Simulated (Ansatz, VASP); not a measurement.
Ge2P in VASP and in Ansatz

```
Ge P
1.0
     4.95679    0.00000    0.00000
     0.00000    4.95679    0.00000
     0.00000    0.00000    2.67090
Ge P
2 1
Direct
  0.00000 0.50000 0.00000
  0.50000 0.00000 0.00000
  0.00000 0.00000 0.00000
```

Change from the starting cell: species swapped into the CuI2 type (P4/mmm, No. 123).

Alike in both runs: functional PBE; k mesh 4 × 4 × 4; occupations gaussian, width 0.1 eV; no spin polarisation.

Ansatz relaxed the structure, and its values are those at the end. VASP's run is a single point on that final structure, the one shown.

```csv
,VASP,Ansatz
version,VASP 6.6.1,Ansatz 0.2.0
potentials or method,"VASP PAW PBE potentials, release 64 (Ge_d, P), cutoff 520 eV","scalar-relativistic, plane waves, PAW"
valence electrons in the cell,33,33
```

```csv
,VASP,Ansatz,Ansatz less VASP
gap on the k mesh at the Fermi level (eV),none,none,-
pressure (GPa),-0.1,0.0,+0.09
```

A gap of «none» marks a metal or a gap that the smearing closes. With one functional, cell and mesh, what is left measures potentials, basis and numerics.

The k mesh is coarse, so the values compare programs but aren't converged.
